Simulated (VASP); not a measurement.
# Hf7S: single point with PBE

Crystal: Hf7S.

```xyz
8
Lattice="5.5471 0.0000 0.0000 0.0000 5.5471 0.0000 0.0000 0.0000 5.5471" Properties=species:S:1:pos:R:3 pbc="T T T"
Hf    4.1841    2.7736    0.0000
Hf    1.3630    2.7736    0.0000
Hf    0.0000    4.1841    2.7736
Hf    0.0000    1.3630    2.7736
Hf    2.7736    0.0000    4.1841
Hf    2.7736    0.0000    1.3630
Hf    0.0000    0.0000    0.0000
S     2.7736    2.7736    2.7736
```

The cell was generated, and may not be a known phase.

| Property | Result |
| --- | --- |
| Program | VASP 6.6.1 |
| Task | single point |
| Functional | PBE |
| Potentials or basis | VASP PAW PBE potentials, release 64 (Hf_pv, S) |
| Cutoff | 520 eV |
| k mesh | 6 × 6 × 6 |
| Occupations | gaussian, width 0.1 eV |
| Spin | no spin polarisation |

```yaml
Pressure: -0.5 GPa
Largest_force: 0.031 eV/Å
Band_gap_on_the_k_mesh: zero (bands 38 and 39 overlap by 0.73 eV)
```

Forces in eV/Å, atoms in the order of the input:
```
Hf   0.031  0.000  0.000
Hf  -0.031  0.000  0.000
Hf   0.000  0.031  0.000
Hf   0.000 -0.031  0.000
Hf   0.000  0.000  0.031
Hf   0.000  0.000 -0.031
Hf   0.000  0.000  0.000
S    0.000  0.000  0.000
```

Levels at points of the mesh, in eV from the Fermi level:
| k point | band 36 | band 37 | band 38 | band 39 | band 40 | band 41 |
| --- | --- | --- | --- | --- | --- | --- |
| (0.00, 0.00, 0.00) | -0.73 | -0.73 | -0.73 | -0.39 | 0.34 | 0.34 |
| (0.50, 0.00, 0.00) | -0.70 | -0.41 | -0.15 | 0.15 | 0.28 | 0.44 |
| (0.50, 0.50, 0.00) | -0.14 | -0.01 | 0.30 | 0.41 | 0.45 | 0.69 |
| (0.50, 0.50, 0.50) | -0.05 | -0.05 | 0.34 | 0.34 | 0.34 | 0.79 |

Run time: 3 min on 1 thread of Intel(R) Xeon(R) Platinum 8488C (Sapphire Rapids), on a shared host, peak memory 0.33 GiB.

Caveat: spin-orbit coupling is left out, which moves the levels of the heavy elements.
